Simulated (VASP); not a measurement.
# Co4O5 in VASP: single point with PBE

Aim: the single point of Co4O5 with PBE.

All numbers are computed with VASP 6.6.1; they aren't measurements. Logs are shortened: lines on timing, memory, paths and dates and some standing lists are left out, and cuts for length are marked.

**1. The cell of the first run**

The cell holds a slab with vacuum, 9 atoms: a = 3.016 Å, b = 3.016 Å, c = 25.322 Å, α = 90.00°, β = 90.00°, γ = 90.00°.

**2. Single point, PBE, collinear spin, ferromagnetic start**

INCAR

```
SYSTEM = Co4O5
  PREC = Accurate
  ENCUT = 520
  EDIFF = 1E-6
  ISMEAR = 0
  SIGMA = 0.1
  LREAL = .False.
  LASPH = .True.
  NELM = 200
  ALGO = Normal
  ISIF = 2
  LWAVE = .False.
  LCHARG = .False.
  ISPIN = 2
  MAGMOM = 2.66 2.8 2.71 2.65 0.32 0.39 0.39 0.35 2
  LORBIT = 11
  LMAXMIX = 4
  LDIPOL = .True.
  IDIPOL = 3
  DIPOL = 0.5 0.5 0.483
  GGA = PE
  NBANDS = 47
  GGA_COMPAT = .False.
  NELMDL = -8
  KPAR = 4
```

KPOINTS

```
regular mesh
0
Gamma
  10 10 1
  0 0 0
```

POSCAR

```
Co4O5
1.0
    3.0160003058      0.0000000000      0.0000000000
    0.0000000000      3.0160003058      0.0000000000
    0.0000000000      0.0000000000     25.3217498647
Co O
4 5
Direct
    0.5000000000      0.5000000000      0.3356798028
    0.0000000000      0.0000000000      0.4188987732
    0.5000000000      0.5000000000      0.5020325156
    0.0000000000      0.0000000000      0.6141353383
    0.0000000000      0.0000000000      0.3356798028
    0.5000000000      0.5000000000      0.4188987732
    0.0000000000      0.0000000000      0.4969677125
    0.5000000000      0.5000000000      0.5710915830
    0.0000000000      0.5000000000      0.6525663692
```

Potentials or basis: VASP PAW PBE potentials, release 64 (Co, O).

The run is started by

```
$ cat potpaw_PBE.64/Co/POTCAR potpaw_PBE.64/O/POTCAR > POTCAR
$ mpirun -np 4 vasp_std > vasp.out
```

OUTCAR:

```text
SYSTEM = Co4O5
   PREC = Accurate
   ENCUT = 520
   EDIFF = 1E-6
   ISMEAR = 0
   LREAL = .False.
   LASPH = .True.
   NELM = 200
   ISIF = 2
   ISPIN = 2
   LORBIT = 11
   GGA = PE
   NELMDL = -8

 ion  position               nearest neighbor table
   1  0.500  0.500  0.336-   6 2.11   5 2.13   5 2.13   5 2.13   5 2.13   2 3.00   2 3.00   2 3.00
                             2 3.00
   2  0.000  0.000  0.419-   7 1.98   5 2.11   6 2.13   6 2.13   6 2.13   6 2.13   3 3.00   3 3.00
                             3 3.00   3 3.00   1 3.00   1 3.00   1 3.00   1 3.00
   3  0.500  0.500  0.502-   8 1.75   6 2.11   7 2.14   7 2.14   7 2.14   7 2.14   2 3.00   2 3.00
                             2 3.00   2 3.00
   4  0.000  0.000  0.614-   9 1.79   9 1.79   8 2.40   8 2.40   8 2.40   8 2.40
   5  0.000  0.000  0.336-   2 2.11   1 2.13   1 2.13   1 2.13   1 2.13
   6  0.500  0.500  0.419-   3 2.11   1 2.11   2 2.13   2 2.13   2 2.13   2 2.13
   7  0.000  0.000  0.497-   2 1.98   3 2.14   3 2.14   3 2.14   3 2.14
   8  0.500  0.500  0.571-   3 1.75   4 2.40   4 2.40   4 2.40   4 2.40
   9  0.000  0.500  0.653-   4 1.79   4 1.79

  LATTYP: Found a simple tetragonal cell.
 ALAT       =     3.0160003058
 C/A-ratio  =     8.3958048068

  Lattice vectors:

 A1 = (   3.0160003058,   0.0000000000,   0.0000000000)
 A2 = (   0.0000000000,   3.0160003058,   0.0000000000)
 A3 = (   0.0000000000,   0.0000000000,  25.3217498647)

Analysis of symmetry for initial positions (statically):
=====================================================================
 Subroutine PRICEL returns:
 Original cell was already a primitive cell.

 Routine SETGRP: Setting up the symmetry group for a
 simple tetragonal supercell.

 Subroutine GETGRP returns: Found  4 space group operations
 (whereof  4 operations were pure point group operations)
 out of a pool of 16 trial point group operations.

The static configuration has the point symmetry C_2v.

Analysis of symmetry for dynamics (positions and initial velocities):
=====================================================================
 Subroutine PRICEL returns:
 Original cell was already a primitive cell.

 Routine SETGRP: Setting up the symmetry group for a
 simple tetragonal supercell.

 Subroutine GETGRP returns: Found  4 space group operations
 (whereof  4 operations were pure point group operations)
 out of a pool of 16 trial point group operations.

The dynamic configuration has the point symmetry C_2v.

Analysis of structural, dynamic, and magnetic symmetry:
=====================================================================
 Subroutine PRICEL returns:
 Original cell was already a primitive cell.

 Routine SETGRP: Setting up the symmetry group for a
 simple tetragonal supercell.

 Subroutine GETGRP returns: Found  4 space group operations
 (whereof  4 operations were pure point group operations)
 out of a pool of 16 trial point group operations.

The overall configuration has the point symmetry C_2v.

 Subroutine INISYM returns: Found  4 space group operations
 (whereof  4 operations are pure point group operations),
 and found     1 'primitive' translations

----------------------------------------------------------------------------------------

                                     Primitive cell

  volume of cell :     230.3332

  direct lattice vectors                    reciprocal lattice vectors
     3.016000306  0.000000000  0.000000000     0.331564953  0.000000000  0.000000000
     0.000000000  3.016000306  0.000000000     0.000000000  0.331564953  0.000000000
     0.000000000  0.000000000 25.321749865     0.000000000  0.000000000  0.039491742

  length of vectors
     3.016000306  3.016000306 25.321749865     0.331564953  0.331564953  0.039491742

  position of ions in fractional coordinates (direct lattice)
     0.500000000  0.500000000  0.335679803
     0.000000000  0.000000000  0.418898773
     0.500000000  0.500000000  0.502032516
     0.000000000  0.000000000  0.614135338
     0.000000000  0.000000000  0.335679803
     0.500000000  0.500000000  0.418898773
     0.000000000  0.000000000  0.496967713
     0.500000000  0.500000000  0.571091583
     0.000000000  0.500000000  0.652566369

  ion indices of the primitive-cell ions
   primitive index   ion index
                 1           1
                 2           2
                 3           3
                 4           4
[... 77 lines left out ...]
   EDIFF  = 0.1E-05   stopping-criterion for ELM
   LREAL  =      F    real-space projection
   EDIFFG = 0.1E-04   stopping-criterion for IOM
   NSW    =      0    number of steps for IOM
   IBRION =     -1    ionic relax: 0-MD 1-quasi-New 2-CG
   NFREE  =      0    steps in history (QN), initial steepest desc. (CG)
   ISIF   =      2    stress and relaxation
   ISYM   =      2    0-nonsym 1-usesym 2-fastsym
   POTIM  = 0.5000    time-step for ionic-motion
   TEBEG  =    0.0;   TEEND  =   0.0 temperature during run
   PSTRESS=    0.0 pullay stress
   NELECT =      66.0000    total number of electrons
   NUPDOWN=      -1.0000    fix difference up-down
   EMIN   =  10.00;   EMAX   =-10.00  energy-range for DOS
   EFERMI =   0.00;   METHOD = LEGACY
   ISMEAR =     0;   SIGMA  =   0.10  broadening in eV -4-tet -1-fermi 0-gaus
   EFERMI_NEDOS =   21; number of points for ismear=-14 and -15
   IALGO  =     38    algorithm
   IMIX   =      4    mixing-type and parameters
     AMIX     =   0.40;   BMIX     =  1.00
     AMIX_MAG =   1.60;   BMIX_MAG =  1.00
  volume/ion in A,a.u.               =      25.59       172.71
  Fermi-wavevector in a.u.,A,eV,Ry     =   1.079288  2.039558 15.848915  1.164862
  Thomas-Fermi vector in A             =   2.215249
   LORBIT       =     11    0 simple, 1 ext, 2 COOP (PROOUT), +10 PAW based schemes
   GGA     = PE    functional components
   LHFCALC =     F    Hartree Fock is set to
   AEXX    =    0.0000 exact exchange contribution
   IVDW    =     0    specifies the selected vdW correction
   LEPSILON=     F    determine dielectric tensor
   LRPA    =     F    only Hartree local field effects (RPA)
 spin polarized calculation
 Gauss-broadening in eV      SIGMA  =   0.10
  energy-cutoff  :      520.00
  volume of cell :      230.33
 maximum number of plane-waves:      6237
 NGX is ok and might be reduce to    24
   NGX = 11   NGY = 11   NGZ = 95

 dipolmoment           0.000000      0.000000     -0.075870 electrons x Angstroem

 number of electron      65.9999979 magnetization      10.1303881

 dipolmoment           0.000000      0.000000      0.177275 electrons x Angstroem

 Free energy of the ion-electron system (eV)
  ---------------------------------------------------
  ext. energy  EPLUGINS =         0.00000000
  ---------------------------------------------------
  free energy    TOTEN  =       -57.01636845 eV

  energy without entropy =      -56.94038887  energy(sigma->0) =      -56.97837866

 E-fermi :  -0.9929     XC(G=0):  -5.1918

 val. band max:       -0.9936491694   @ k =   0.0000   0.4000   0.0000
 cond. band min:      -0.9915938920   @ k =   0.2000   0.0000   0.0000
 fundamental gap:      0.0020552774
 Fermi energy:        -0.9928916102

 spin component 1

 k-point     1 :       0.0000    0.0000    0.0000
  band No.  band energies     occupation
      1     -20.8577      1.00000
      2     -20.1101      1.00000
      3     -19.8009      1.00000
      4     -19.5689      1.00000
      5     -18.7252      1.00000
      6      -7.5079      1.00000
[... 1141 lines left out ...]
     44       6.2685      0.00000
     45       6.7529      0.00000

 [... further k-points ...]

 spin component 2

 k-point     1 :       0.0000    0.0000    0.0000
  band No.  band energies     occupation
      1     -20.4466      1.00000
      2     -19.7221      1.00000
      3     -19.3042      1.00000
      4     -19.0873      1.00000
      5     -18.1135      1.00000
      6      -6.9920      1.00000
[... 1141 lines left out ...]
     44       6.6155      0.00000
     45       7.1417      0.00000

 [... further k-points ...]

 [bands above 45 left out]

------------------------ aborting loop because EDIFF is reached ----------------------------------------

 vacuum level on the upper side and lower side of the slab       (xc-potential included)         1.666        -1.755

  FORCE on cell =-STRESS in cart. coord.  units (eV):
  Direction    XX          YY          ZZ          XY          YZ          ZX
  --------------------------------------------------------------------------------------
  -------------------------------------------------------------------------------------
  Total       -5.9771799    -10.2756109     -0.6269607      0.0000000      0.0000000      0.0000000
  in kB      -41.5767399    -71.4762496     -4.3610839      0.0000000      0.0000000      0.0000000
  external PRESSURE =     -39.1380245 kB  Pullay stress =       0.0000000 kB

 VOLUME and BASIS-vectors are now :
 -----------------------------------------------------------------------------
  energy-cutoff  :      520.00
  volume of cell :      230.33
      direct lattice vectors                 reciprocal lattice vectors
     3.016000306  0.000000000  0.000000000     0.331564953  0.000000000  0.000000000
     0.000000000  3.016000306  0.000000000     0.000000000  0.331564953  0.000000000
     0.000000000  0.000000000 25.321749865     0.000000000  0.000000000  0.039491742

 POSITION                                       TOTAL-FORCE (eV/Angst)
 -----------------------------------------------------------------------------------
      1.50800      1.50800      8.50000         0.000000      0.000000      0.519519
      0.00000      0.00000     10.60725         0.000000      0.000000     -0.538914
      1.50800      1.50800     12.71234         0.000000      0.000000     -0.016226
      0.00000      0.00000     15.55098         0.000000      0.000000     -0.097397
      0.00000      0.00000      8.50000         0.000000      0.000000     -0.245462
      1.50800      1.50800     10.60725         0.000000      0.000000      0.256373
      0.00000      0.00000     12.58409         0.000000      0.000000     -0.008074
      1.50800      1.50800     14.46104         0.000000      0.000000      0.088749
      0.00000      1.50800     16.52412         0.000000      0.000000      0.041431
 -----------------------------------------------------------------------------------
    total drift:                                0.000000     -0.000000     -0.003343

  FREE ENERGIE OF THE ION-ELECTRON SYSTEM (eV)
  ---------------------------------------------------
  free  energy   TOTEN  =       -57.0163684504 eV

  energy  without entropy=      -56.9403888691  energy(sigma->0) =      -56.97837866

 vacuum level on the upper side and lower side of the slab         6.320         2.819

 total charge

# of ion       s       p       d       tot
------------------------------------------
    1        0.282   0.306   7.134   7.722
    2        0.321   0.401   7.123   7.845
    3        0.345   0.452   7.216   8.014
    4        0.363   0.412   7.131   7.906
    5        1.556   3.381   0.000   4.937
    6        1.558   3.424   0.000   4.981
    7        1.570   3.363   0.000   4.933
    8        1.588   3.305   0.000   4.892
    9        1.591   3.298   0.000   4.890
--------------------------------------------------
tot          9.174  18.343  28.604  56.120

 magnetization (x)

# of ion       s       p       d       tot
------------------------------------------
    1        0.027   0.020   2.428   2.474
    2        0.019   0.016   2.569   2.604
    3        0.017   0.016   1.341   1.374
    4        0.035   0.021   1.959   2.016
    5        0.021   0.226   0.000   0.248
    6        0.027   0.249   0.000   0.276
    7        0.018   0.120   0.000   0.137
    8        0.013   0.247   0.000   0.260
    9        0.008   0.386   0.000   0.395
--------------------------------------------------
tot          0.186   1.301   8.297   9.784
```

Run time: 7.2 min. Hardware: 4 MPI ranks of Intel Xeon 6975P-C (Granite Rapids), shared host; peak memory 0.76 GiB.

Results:

```
Free energy                                           : -57.0164 eV
Largest force                                         : 0.539 eV/Å
Net moment                                            : 10.13 μB per cell
Site moments                                          : Co +2.47, +2.60, +1.37, +2.02; O +0.25, +0.28, +0.14, +0.26, +0.40 μB
Valence electrons inside the program's atomic spheres : Co 7.72, 7.84, 8.01, 7.91; O 4.94, 4.98, 4.93, 4.89 (each value once)
```

Forces in eV/Å, atoms in the order of the input:
```
Co   0.000  0.000  0.520
Co   0.000  0.000 -0.539
Co   0.000  0.000 -0.016
Co   0.000  0.000 -0.097
O    0.000  0.000 -0.245
O    0.000  0.000  0.256
O    0.000  0.000 -0.008
O    0.000  0.000  0.089
O    0.000  0.000  0.041
```

Caveat: semilocal functionals often make such compounds metallic where correlation or magnetic order opens a gap, which also shifts bond lengths.
